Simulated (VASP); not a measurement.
## Al8N6O (a cell with a defect): single point with PBE

Al8N6O (a cell with a defect):

```
Al N O
1.0
    -3.14400   -5.44557    0.00000
     4.71600   -2.72278    0.00000
     0.00000    0.00000    5.04600
Al N O
8 6 1
Direct
  0.47617 0.64530 0.01524
  0.49608 0.33463 0.51335
  0.25421 0.16367 0.01936
  0.26071 0.85243 0.52243
  0.98826 0.67688 0.91992
  0.99639 0.31987 0.52658
  0.75649 0.20234 0.02204
  0.74441 0.83426 0.38203
  0.48661 0.66573 0.38828
  0.50387 0.32698 0.88852
  0.24477 0.17358 0.39493
  0.25504 0.83649 0.89484
  0.00851 0.32923 0.90104
  0.74739 0.17554 0.39358
  0.96446 0.67896 0.53888
```

* Program: VASP 6.6.1
* Task: single point
* Functional: PBE
* Potentials or basis: VASP PAW PBE potentials, release 64 (Al, N, O)
* Cutoff: 520 eV
* k mesh: 2 × 3 × 3
* Occupations: gaussian, width 0.05 eV
* Spin: no spin polarisation

```
Largest force : 1.237 eV/Å
```

Forces in eV/Å, atoms in the order of the input:
```
Al   0.090  0.009  0.126
Al  -0.031  0.068  0.101
Al   0.109  0.043  0.073
Al  -0.008  0.231  0.069
Al   0.146  0.098 -0.269
Al  -0.042 -0.046 -0.014
Al  -0.050  0.132  0.020
Al   0.038  0.036  0.068
N   -0.035 -0.026  0.193
N    0.079  0.037  0.104
N   -0.047  0.034  0.075
N    0.111  0.076  0.157
N    0.158  0.068  0.037
N   -0.015  0.001  0.098
O   -0.501 -0.760 -0.838
```

Levels at points of the mesh, in eV from the Fermi level:
```csv
k point,band 25,band 26,band 27,band 28,band 29,band 30,band 31,band 32,band 33,band 34
"(0.00, 0.00, 0.00)",-2.04,-1.79,-1.48,-1.42,-1.27,2.97,3.48,3.51,4.19,5.28
"(0.50, 0.00, 0.00)",-2.17,-1.80,-1.66,-1.44,-0.31,1.97,3.36,3.90,4.49,5.08
```

It took 89 s on 1 thread of Intel(R) Xeon(R) 6975P-C (Granite Rapids) (shared host), peak memory 0.27 GiB.

Caveat: the k points lie up to 0.50 Å⁻¹ apart; the cell carries a net charge on a neutralising background, which shifts energy and pressure; the cell is charged against a uniform background, so pressure and absolute levels hang on convention.
